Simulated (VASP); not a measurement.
# HfO2: single point with r2SCAN

Crystal: HfO2.

```
Hf O
1.0
    -0.02997    2.52918    2.52918
     2.52918   -0.02997    2.52918
     2.49921    2.49921    0.00000
Hf O
1 2
Direct
  0.00000 0.00000 0.00000
  0.25169 0.25169 0.24831
  0.74831 0.74831 0.75169
```

This cell differs from its parent crystal: shear xy strain -2.4%.

```
Program                : VASP 6.6.1
Task                   : single point
Functional             : r2SCAN
Potentials or basis    : VASP PAW PBE potentials, release 64 (Hf_pv, O)
Cutoff                 : 520 eV
k mesh                 : 8 × 8 × 8
Occupations            : gaussian, width 0.01 eV
Spin                   : no spin polarisation
Dipole correction      : no
Further INCAR settings : ALGO = Normal; EDIFF = 1e-06; NBANDS = 18
```

```yaml
Pressure: -3.9 GPa
Largest_force: 0.015 eV/Å
Band_gap_on_the_k_mesh: 4.32 eV, direct
```

Forces in eV/Å, atoms in the order of the input:
```
Hf   0.000  0.000  0.000
O    0.000  0.000 -0.015
O    0.000  0.000  0.015
```

Stress tensor (GPa, compression positive):
```
-3.87  1.67  0.00
 1.67 -3.87  0.00
 0.00  0.00 -3.89
```

Levels at points of the mesh, in eV from the valence-band top:
| k point | band 8 | band 9 | band 10 | band 11 | band 12 | band 13 | band 14 | band 15 |
| --- | --- | --- | --- | --- | --- | --- | --- | --- |
| (0.00, 0.00, 0.00) | -5.44 | -0.67 | -0.64 | -0.61 | 4.42 | 4.43 | 6.52 | 11.01 |
| (0.50, 0.00, 0.00) | -3.06 | -2.83 | -1.95 | -1.86 | 5.03 | 5.17 | 7.44 | 9.63 |
| (0.50, 0.50, 0.00) | -3.51 | -1.69 | -1.44 | 0.00 | 4.32 | 6.05 | 7.23 | 8.57 |
| (0.00, 0.00, 0.50) | -3.10 | -2.82 | -1.95 | -1.85 | 5.08 | 5.23 | 7.68 | 9.67 |
| (0.50, 0.00, 0.50) | -3.59 | -1.57 | -1.57 | 0.00 | 4.32 | 6.05 | 7.21 | 8.73 |

Wall time 3.7 min on 1 thread of Intel(R) Xeon(R) Platinum 8259CL CPU @ 2.50GHz (Skylake/Cascade Lake), on a shared host, peak memory 0.2 GiB.

Caveat: the cell differs from its parent crystal (shear xy strain -2.4%); the PAW data sets were made with another functional, which shifts forces and pressure a little; spin-orbit coupling is left out, which moves the levels of the heavy elements. A k mesh can miss the band edges.
